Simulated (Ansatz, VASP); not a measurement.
## HBr in VASP and in Ansatz

```
H Br
1.0
     0.00000    3.40698    3.42303
     1.67089    0.00000    3.42303
     1.67089    3.40698    0.00000
H Br
1 1
Cartesian
  0.0000 0.0000 0.0000
  1.6709 3.4070 3.4230
```

Alike in both runs: functional LDA; k mesh 6 × 6 × 6; occupations gaussian, width 0.1 eV; no spin polarisation.

Ansatz relaxed the structure, and its values are those at the end. VASP's run is a single point on that final structure, the one shown.

|  | VASP | Ansatz |
| --- | --- | --- |
| version | VASP 6.6.1 | Ansatz 0.2.0 |
| potentials or method | VASP PAW LDA potentials, release 64 (H, Br), cutoff 520 eV | scalar-relativistic, plane waves, PAW |
| valence electrons in the cell | 8 | 8 |

```tsv
	VASP	Ansatz	Ansatz less VASP
gap on the k mesh at the Fermi level (eV)	0.70	0.70	-0.003
least direct gap on the mesh (eV)	1.09	1.08	-0.005
pressure (GPa)	0.1	0.1	-0.02
```

LDA's correlation is that of Perdew and Zunger in VASP and of Perdew and Wang (1992) in Ansatz.
